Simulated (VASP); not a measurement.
# Ni (Fm-3m) in VASP: a series of runs

Ni is run at these levels: r2SCAN; tasks: single point.

Everything below comes from runs of VASP 6.6.1. Logs are shortened: lines on timing, memory, paths and dates and some standing lists are left out, and cuts for length are marked.

## Step 1: The cell of the first run

It takes space group Fm-3m (No. 225, cubic). The conventional cell has a = 3.536 Å, b = 3.536 Å, c = 3.536 Å, α = 90.00°, β = 90.00°, γ = 90.00°. Ni (site symmetry m-3m) has 12 Ni at 2.50 Å within 3.3 Å.

## Step 2: Single point, r2SCAN

Contents of POSCAR:

```
Ni
1.0
    0.0000000000      1.7679500000      1.7679500000
    1.7679500000      0.0000000000      1.7679500000
    1.7679500000      1.7679500000      0.0000000000
Ni
1
Direct
    0.0000000000      0.0000000000      0.0000000000
```

Contents of INCAR.step1:

```
SYSTEM = Ni
PREC = Accurate ; ENCUT = 520
ISMEAR = -1 ; SIGMA = 0.05
LREAL = .FALSE. ; LASPH = .TRUE.
NELM = 80 ; NBANDS = 11
GGA = PE ; ALGO = Normal
EDIFF = 1E-4 ; LWAVE = .TRUE.
LCHARG = .FALSE.
```

Contents of INCAR.step2:

```
SYSTEM = Ni
PREC = Accurate ; ENCUT = 520
EDIFF = 1E-7 ; ISMEAR = -1
SIGMA = 0.05 ; LREAL = .FALSE.
LASPH = .TRUE. ; NELM = 80
ALGO = Normal ; ISIF = 2
LWAVE = .FALSE. ; LCHARG = .TRUE.
METAGGA = R2SCAN ; LMIXTAU = .TRUE.
LELF = .TRUE. ; LVHAR = .TRUE.
NBANDS = 11 ; ISTART = 1
```

Contents of KPOINTS:

```
Automatic mesh
0
G
  14 14 14
  0 0 0
```

Potentials or basis: VASP PAW PBE potentials, release 64 (Ni).

Command:

```console
cat potpaw_PBE.64/Ni/POTCAR > POTCAR
cp INCAR.step1 INCAR
mpirun -np 1 vasp_std > vasp.out
cp INCAR.step2 INCAR
mpirun -np 1 vasp_std > vasp.out
```

OUTCAR:

```text
SYSTEM = Ni
   PREC = Accurate
   ENCUT = 520
   EDIFF = 1E-7
   ISMEAR = -1
   LREAL = .FALSE.
   LASPH = .TRUE.
   NELM = 80
   ISIF = 2
   METAGGA = R2SCAN
   ISTART = 1

 ion  position               nearest neighbor table
   1  0.000  0.000  0.000-

  LATTYP: Found a face centered cubic cell.
 ALAT       =     3.5359000000

  Lattice vectors:

 A1 = (   0.0000000000,   1.7679500000,   1.7679500000)
 A2 = (   1.7679500000,   0.0000000000,   1.7679500000)
 A3 = (   1.7679500000,   1.7679500000,   0.0000000000)

Analysis of symmetry for initial positions (statically):
=====================================================================
 Subroutine PRICEL returns:
 Original cell was already a primitive cell.

 Routine SETGRP: Setting up the symmetry group for a
 face centered cubic supercell.

 Subroutine GETGRP returns: Found 48 space group operations
 (whereof 48 operations were pure point group operations)
 out of a pool of 48 trial point group operations.

The static configuration has the point symmetry O_h .

Analysis of symmetry for dynamics (positions and initial velocities):
=====================================================================
 Subroutine PRICEL returns:
 Original cell was already a primitive cell.

 Routine SETGRP: Setting up the symmetry group for a
 face centered cubic supercell.

 Subroutine GETGRP returns: Found 48 space group operations
 (whereof 48 operations were pure point group operations)
 out of a pool of 48 trial point group operations.

The dynamic configuration has the point symmetry O_h .

 Subroutine INISYM returns: Found 48 space group operations
 (whereof 48 operations are pure point group operations),
 and found     1 'primitive' translations

----------------------------------------------------------------------------------------

                                     Primitive cell

  volume of cell :      11.0520

  direct lattice vectors                    reciprocal lattice vectors
     0.000000000  1.767950000  1.767950000    -0.282813428  0.282813428  0.282813428
     1.767950000  0.000000000  1.767950000     0.282813428 -0.282813428  0.282813428
     1.767950000  1.767950000  0.000000000     0.282813428  0.282813428 -0.282813428

  length of vectors
     2.500258868  2.500258868  2.500258868     0.489847226  0.489847226  0.489847226

  position of ions in fractional coordinates (direct lattice)
     0.000000000  0.000000000  0.000000000

  ion indices of the primitive-cell ions
   primitive index   ion index
                 1           1

----------------------------------------------------------------------------------------

 KPOINTS: Automatic mesh

Automatic generation of k-mesh.
 Grid dimensions read from file:
 generate k-points for:   14   14   14

 Generating k-lattice:

  Cartesian coordinates                     Fractional coordinates (reciprocal lattice)
    -0.020200959  0.020200959  0.020200959     0.071428571  0.000000000  0.000000000
     0.020200959 -0.020200959  0.020200959     0.000000000  0.071428571  0.000000000
     0.020200959  0.020200959 -0.020200959     0.000000000  0.000000000  0.071428571

  Length of vectors
     0.034989088  0.034989088  0.034989088

  Shift w.r.t. Gamma in fractional coordinates (k-lattice)
     0.000000000  0.000000000  0.000000000

 Subroutine IBZKPT returns following result:
 ===========================================

 Found    104 irreducible k-points:

 Following reciprocal coordinates:
            Coordinates               Weight
  0.000000  0.000000  0.000000      1.000000
  0.071429  0.000000  0.000000      8.000000
  0.142857  0.000000  0.000000      8.000000
  0.214286  0.000000  0.000000      8.000000
  0.285714  0.000000  0.000000      8.000000
  0.357143  0.000000  0.000000      8.000000
[... 16 lines left out ...]
  0.214286  0.142857  0.000000     24.000000
  0.285714  0.142857  0.000000     24.000000
 [... further k-points ...]
   k-points           NKPTS =    104   k-points in BZ     NKDIM =    104   number of bands    NBANDS=     11
   number of dos      NEDOS =    301   number of ions     NIONS =      1
   total plane-waves  NPLWV =   8000
   dimension x,y,z NGX =    20 NGY =   20 NGZ =   20
   dimension x,y,z NGXF=    40 NGYF=   40 NGZF=   40
   ions per type =               1
   NGX,Y,Z   is equivalent  to a cutoff of  13.30, 13.30, 13.30 a.u.
   NGXF,Y,Z  is equivalent  to a cutoff of  26.60, 26.60, 26.60 a.u.
 SYSTEM =  Ni
   PREC   = accura    normal or accurate (medium, high low for compatibility)
   ISTART =      1    job   : 0-new  1-cont  2-samecut
   ICHARG =      0    charge: 1-file 2-atom 10-const
   ISPIN  =      1    spin polarized calculation?
   LNONCOLLINEAR =      F non collinear calculations
   LSORBIT =      F    spin-orbit coupling
   LASPH  =      T    aspherical Exc in radial PAW
   ENCUT  =  520.0 eV  38.22 Ry    6.18 a.u.   4.65  4.65  4.65*2*pi/ulx,y,z
   NELM   =     80;   NELMIN=  2; NELMDL=  0     # of ELM steps
   EDIFF  = 0.1E-06   stopping-criterion for ELM
   LREAL  =      F    real-space projection
   EDIFFG = 0.1E-05   stopping-criterion for IOM
   NSW    =      0    number of steps for IOM
   IBRION =     -1    ionic relax: 0-MD 1-quasi-New 2-CG
   NFREE  =      0    steps in history (QN), initial steepest desc. (CG)
   ISIF   =      2    stress and relaxation
   ISYM   =      2    0-nonsym 1-usesym 2-fastsym
   POTIM  = 0.5000    time-step for ionic-motion
   TEBEG  =    0.0;   TEEND  =   0.0 temperature during run
   PSTRESS=    0.0 pullay stress
   NELECT =      10.0000    total number of electrons
   NUPDOWN=      -1.0000    fix difference up-down
   EMIN   =  10.00;   EMAX   =-10.00  energy-range for DOS
   EFERMI =   0.00;   METHOD = LEGACY
   ISMEAR =    -1;   SIGMA  =   0.05  broadening in eV -4-tet -1-fermi 0-gaus
   EFERMI_NEDOS =   21; number of points for ismear=-14 and -15
   IALGO  =     38    algorithm
   IMIX   =      4    mixing-type and parameters
     AMIX     =   0.40;   BMIX     =  1.00
     AMIX_MAG =   1.60;   BMIX_MAG =  1.00
  volume/ion in A,a.u.               =      11.05        74.58
  Fermi-wavevector in a.u.,A,eV,Ry     =   1.583415  2.992221 34.112584  2.507204
  Thomas-Fermi vector in A             =   2.683189
   LORBIT       =      0    0 simple, 1 ext, 2 COOP (PROOUT), +10 PAW based schemes
   METAGGA = R2SCAN    functional components
   LHFCALC =     F    Hartree Fock is set to
   AEXX    =    0.0000 exact exchange contribution
   IVDW    =     0    specifies the selected vdW correction
   LEPSILON=     F    determine dielectric tensor
   LRPA    =     F    only Hartree local field effects (RPA)
 non-spin polarized calculation
  energy-cutoff  :      520.00
  volume of cell :       11.05
 maximum number of plane-waves:       307
   NGX =  9   NGY =  9   NGZ =  9

 number of electron      10.0000010 magnetization

 Free energy of the ion-electron system (eV)
  ---------------------------------------------------
  ext. energy  EPLUGINS =         0.00000000
  ---------------------------------------------------
  free energy    TOTEN  =       -11.81510664 eV

  energy without entropy =      -11.78581449  energy(sigma->0) =      -11.80046056

 E-fermi :   8.7182     XC(G=0): -14.2476

 val. band max:        8.7161891544   @ k =   0.4286   0.2857   0.0000
 cond. band min:       8.7210729953   @ k =   0.4286   0.3571   0.0000
 fundamental gap:      0.0048838408
 Fermi energy:         8.7182011504

 k-point     1 :       0.0000    0.0000    0.0000
  band No.  band energies     occupation
      1      -0.2920      2.00000
      2       6.9109      2.00000
      3       6.9109      2.00000
      4       6.9109      2.00000
      5       7.9161      2.00000
      6       7.9161      2.00000
      7      33.3678      0.00000
      8      37.5667      0.00000
      9      37.5667      0.00000
     10      37.5667      0.00000
     11      40.2631      0.00000

 k-point     2 :       0.0714    0.0000    0.0000
  band No.  band energies     occupation
      1      -0.0871      2.00000
      2       6.8557      2.00000
      3       6.9556      2.00000
      4       6.9556      2.00000
      5       7.8977      2.00000
      6       7.8977      2.00000
      7      32.6021      0.00000
      8      35.3913      0.00000
      9      37.0439      0.00000
     10      37.0439      0.00000
     11      41.0204      0.00000

 k-point     3 :       0.1429    0.0000    0.0000
  band No.  band energies     occupation
      1       0.5135      2.00000
      2       6.7147      2.00000
      3       7.0554      2.00000
      4       7.0554      2.00000
      5       7.8755      2.00000
      6       7.8755      2.00000
      7      29.4755      0.00000
      8      34.3741      0.00000
      9      36.2046      0.00000
     10      36.2046      0.00000
     11      41.6865      0.00000

 k-point     4 :       0.2143    0.0000    0.0000
  band No.  band energies     occupation
      1       1.4576      2.00000
      2       6.5633      2.00000
      3       7.1064      2.00000
      4       7.1064      2.00000
      5       7.9476      2.00000
      6       7.9477      2.00000
      7      25.7096      0.00000
      8      33.8362      0.00000
      9      35.5032      0.00000
     10      35.5032      0.00000
     11      41.7619      0.00000
[... 239 lines left out ...]
 k-point    22 :       0.1429    0.1429    0.0000
  band No.  band energies     occupation
      1       0.7763      2.00000
      2       6.5354      2.00000
      3       7.2077      2.00000
      4       7.2077      2.00000
      5       7.5949      2.00000
      6       8.0471      2.00000
      7      31.6947      0.00000
      8      32.7718      0.00000
      9      32.7718      0.00000
     10      34.0661      0.00000
     11      40.5829      0.00000

 k-point    23 :       0.2143    0.1429    0.0000
  band No.  band energies     occupation
      1       1.4685      2.00000
      2       6.3547      2.00000
      3       7.2455      2.00000
      4       7.3398      2.00000
      5       7.6047      2.00000
      6       8.1280      1.99999
      7      28.7357      0.00000
      8      31.5707      0.00000
      9      32.0745      0.00000
     10      34.3886      0.00000
     11      38.8992      0.00000

 k-point    24 :       0.2857    0.1429    0.0000
  band No.  band energies     occupation
      1       2.4501      2.00000
      2       6.1995      2.00000
      3       7.0482      2.00000
      4       7.3777      2.00000
      5       7.9696      2.00000
      6       8.2928      1.99960
      7      24.9942      0.00000
      8      30.7413      0.00000
      9      31.3350      0.00000
     10      34.1728      0.00000
     11      39.4971      0.00000

 [... further k-points ...]
[... 5 lines left out ...]
  --------------------------------------------------------------------------------------
  -------------------------------------------------------------------------------------
  Total       -0.7978153     -0.7978153     -0.7978153      0.0000000      0.0000000     -0.0000000
  in kB     -115.6572889   -115.6572889   -115.6572889      0.0000000      0.0000000     -0.0000000
  external PRESSURE =    -115.6572889 kB  Pullay stress =       0.0000000 kB

 VOLUME and BASIS-vectors are now :
 -----------------------------------------------------------------------------
  energy-cutoff  :      520.00
  volume of cell :       11.05
      direct lattice vectors                 reciprocal lattice vectors
     0.000000000  1.767950000  1.767950000    -0.282813428  0.282813428  0.282813428
     1.767950000  0.000000000  1.767950000     0.282813428 -0.282813428  0.282813428
     1.767950000  1.767950000  0.000000000     0.282813428  0.282813428 -0.282813428

 POSITION                                       TOTAL-FORCE (eV/Angst)
 -----------------------------------------------------------------------------------
      0.00000      0.00000      0.00000        -0.000000      0.000000     -0.000000
 -----------------------------------------------------------------------------------
    total drift:                               -0.000000     -0.000000     -0.000000

  FREE ENERGIE OF THE ION-ELECTRON SYSTEM (eV)
  ---------------------------------------------------
  free  energy   TOTEN  =       -11.8151066406 eV

  energy  without entropy=      -11.7858144891  energy(sigma->0) =      -11.80046056
```

It took 56 s on 1 thread of AMD EPYC 7R13 (Zen 3), shared host; peak memory 0.1 GiB.

What came out:

```
Free energy            : -11.8151 eV
Pressure               : -11.6 GPa
Band gap on the k mesh : zero (band 5 reaches 8.92 eV, above the bottom of band 6 at 7.88 eV)
```

Caveat: the PAW data sets were made with another functional, which shifts forces and pressure a little; the run has no spin polarisation, though such a crystal can be magnetic.

## Step 3: Single point, r2SCAN

POSCAR is that of step 2.

Contents of INCAR.step1:

```
  PREC = Accurate
  ENCUT = 520
  ISMEAR = -1
  SIGMA = 0.05
  LREAL = False
  LASPH = True
  NELM = 80
  NBANDS = 11
  GGA = PE
  ALGO = Normal
  EDIFF = 1E-4
  LWAVE = True
  LCHARG = False
```

Contents of INCAR.step2:

```
  PREC = Accurate
  ENCUT = 520
  EDIFF = 1E-7
  ISMEAR = -1
  SIGMA = 0.05
  LREAL = False
  LASPH = True
  NELM = 80
  ALGO = Normal
  ISIF = 2
  LWAVE = False
  LCHARG = False
  METAGGA = R2SCAN
  LMIXTAU = True
  NBANDS = 11
  ISTART = 1
```

Contents of KPOINTS:

```
regular mesh
0
Gamma
  14 14 14
```

Potentials or basis: VASP PAW PBE potentials, release 64 (Ni).

Command:

```console
cat potpaw_PBE.64/Ni/POTCAR > POTCAR
cp INCAR.step1 INCAR
mpirun -np 1 vasp_std > vasp.out
cp INCAR.step2 INCAR
mpirun -np 1 vasp_std > vasp.out
```

Wall time 56 s (1 thread of AMD EPYC 7R13 (Zen 3), shared host); peak memory 0.1 GiB.

It converged, with:

| Quantity | Value |
| --- | --- |
| Free energy | -11.8151 eV |
| Pressure | -11.6 GPa |
| Band gap on the k mesh | zero (band 5 reaches 8.92 eV, above the bottom of band 6 at 7.88 eV) |

Levels at points of the mesh, in eV from the Fermi level:
```csv
k point,band 1,band 2,band 3,band 4,band 5,band 6,band 7,band 8,band 9,band 10
"(0.00, 0.00, 0.00)",-9.01,-1.81,-1.81,-1.81,-0.80,-0.80,24.65,28.85,28.85,28.85
"(0.50, 0.00, 0.00)",-4.42,-1.90,-1.90,-0.08,-0.02,-0.02,6.27,23.16,25.86,25.86
"(0.50, 0.50, 0.00)",-4.31,-3.67,-0.09,0.20,0.20,2.76,9.79,15.67,15.67,20.38
```

Caveat: the PAW data sets were made with another functional, which shifts forces and pressure a little; the run has no spin polarisation, though such a crystal can be magnetic. Spin polarisation is off, so any magnetic state and its effect on volume and gap are missing.

## Step 4: Single point, r2SCAN

POSCAR is that of step 3.

Contents of INCAR.step1:

```
SYSTEM = Ni
  PREC = Accurate
  ENCUT = 660
  ISMEAR = -1
  SIGMA = 0.05
  LREAL = .False.
  LASPH = .True.
  NELM = 120
  NBANDS = 11
  GGA = PE
  ALGO = Normal
  EDIFF = 1E-5
  LWAVE = .True.
  LCHARG = .False.
  GGA_COMPAT = .False.
```

Contents of INCAR.step2:

```
SYSTEM = Ni
  PREC = Accurate
  ENCUT = 660
  EDIFF = 1E-6
  ISMEAR = -1
  SIGMA = 0.05
  LREAL = .False.
  LASPH = .True.
  NELM = 120
  ALGO = Normal
  ISIF = 2
  LWAVE = .False.
  LCHARG = .False.
  METAGGA = R2SCAN
  LMIXTAU = .True.
  NBANDS = 11
  ISTART = 1
  GGA_COMPAT = .False.
```

Contents of KPOINTS:

```
regular mesh
0
Gamma
  7 7 7
  0 0 0
```

Command:

```console
cat potpaw_PBE.64/Ni/POTCAR > POTCAR
cp INCAR.step1 INCAR
mpirun -np 1 vasp_std > vasp.out
cp INCAR.step2 INCAR
mpirun -np 1 vasp_std > vasp.out
```

Wall time 22 s (1 thread of AMD EPYC 7R43 (Zen 3), shared host); peak memory 0.11 GiB.

It converged, with:

* Free energy: -11.8251 eV
* Pressure: -11.8 GPa
* Band gap on the k mesh: zero (band 5 reaches 8.86 eV, above the bottom of band 6 at 7.90 eV)

Levels at points of the mesh, in eV from the Fermi level:
```csv
k point,band 2,band 3,band 4,band 5,band 6,band 7,band 8,band 9
"(0.00, 0.00, 0.00)",-1.84,-1.84,-1.84,-0.83,-0.83,24.60,28.80,28.80
```

Caveat: the k points lie up to 0.44 Å⁻¹ apart; the PAW data sets were made with another functional, which shifts forces and pressure a little; the run has no spin polarisation, though such a crystal can be magnetic. Spin polarisation is off, so any magnetic state and its effect on volume and gap are missing.

## Step 5: Single point, r2SCAN

POSCAR is that of step 4.

Contents of INCAR.step1:

```
ALGO = Normal
EDIFF = 1E-5
ENCUT = 660
GGA = PE
GGA_COMPAT = False
ISMEAR = -1
LASPH = True
LCHARG = False
LREAL = False
LWAVE = True
NBANDS = 11
NELM = 120
PREC = Accurate
SIGMA = 0.003
```

Contents of INCAR.step2:

```
ALGO = Normal
EDIFF = 1E-6
ENCUT = 660
GGA_COMPAT = False
ISIF = 2
ISMEAR = -1
ISTART = 1
LASPH = True
LCHARG = True
LELF = True
LMIXTAU = True
LREAL = False
LVHAR = True
LWAVE = False
METAGGA = R2SCAN
NBANDS = 11
NELM = 120
PREC = Accurate
SIGMA = 0.003
```

Contents of KPOINTS:

```
k-points
0
Gamma
  14 14 14
```

Command:

```console
cat potpaw_PBE.64/Ni/POTCAR > POTCAR
cp INCAR.step1 INCAR
mpirun -np 1 vasp_std > vasp.out
cp INCAR.step2 INCAR
mpirun -np 1 vasp_std > vasp.out
```

Wall time 95 s (1 thread of AMD EPYC 7R43 (Zen 3), shared host); peak memory 0.12 GiB.

Results (log left out):

| Property | Result |
| --- | --- |
| Free energy | -11.7994 eV |
| Pressure | -11.9 GPa |
| Band gap on the k mesh | zero (band 5 reaches 8.91 eV, above the bottom of band 6 at 7.86 eV) |

Levels at points of the mesh, in eV from the Fermi level:
| k point | band 2 | band 3 | band 4 | band 5 | band 6 | band 7 | band 8 | band 9 |
| --- | --- | --- | --- | --- | --- | --- | --- | --- |
| (0.00, 0.00, 0.00) | -1.79 | -1.79 | -1.79 | -0.79 | -0.79 | 24.68 | 28.88 | 28.88 |
| (0.50, 0.00, 0.00) | -1.89 | -1.89 | -0.06 | 0.00 | 0.00 | 6.29 | 23.19 | 25.89 |
| (0.50, 0.50, 0.00) | -3.65 | -0.07 | 0.22 | 0.22 | 2.78 | 9.81 | 15.70 | 15.70 |

Caveat: the PAW data sets were made with another functional, which shifts forces and pressure a little; the run has no spin polarisation, though such a crystal can be magnetic. Spin polarisation is off, so any magnetic state and its effect on volume and gap are missing.

## Step 6: Summary

```tsv
k mesh	cutoff (eV)	smearing	gap on the mesh (eV)	pressure (GPa)
14 × 14 × 14	520	fermi-dirac 0.05 eV	none	-11.6
7 × 7 × 7	660	fermi-dirac 0.05 eV	none	-11.8
14 × 14 × 14	660	fermi-dirac 0.003 eV	none	-11.9
```

Alike in all rows: task single point; level r2SCAN; potentials or basis VASP PAW PBE potentials, release 64 (Ni); no spin polarisation; cell as given.

Caveats: some runs use coarse meshes; the PAW data sets were made with another functional, which shifts forces and pressure a little; the run has no spin polarisation, though such a crystal can be magnetic.

Absolute energies hang on the potentials; compare differences alone.
